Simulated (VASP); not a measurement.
InP:

```
CELL_PARAMETERS angstrom
0.00000 2.89089 2.89089
2.89089 0.00000 2.89089
2.89089 2.89089 0.00000
ATOMIC_POSITIONS crystal
In 0.00000 0.00000 0.00000
P 0.75000 0.75000 0.75000
```

Base run:

```yaml
Program: VASP 6.6.1
Functional: r2SCAN
Potentials_or_basis: VASP PAW PBE potentials, release 64 (In_d, P)
Cutoff: 520 eV
k_mesh: 8 × 8 × 8
Occupations: fermi-dirac, width 0.05 eV
Spin: no spin polarisation
```

Its results: band gap on the k mesh 1.41 eV; pressure 4.9 GPa.

**Question.** The run is repeated on the same cell with these changes: functional from r2SCAN to b88 exchange, pbe correlation; cutoff from 520 eV to 500 eV. What comes out?

**Answer.** Band gap on the k mesh 0.91 eV; pressure 6.5 GPa.

Caveats: the cell stands under pressure; the PAW data sets were made with another functional, which shifts forces and pressure a little; spin-orbit coupling is left out, which moves the levels of the heavy elements.

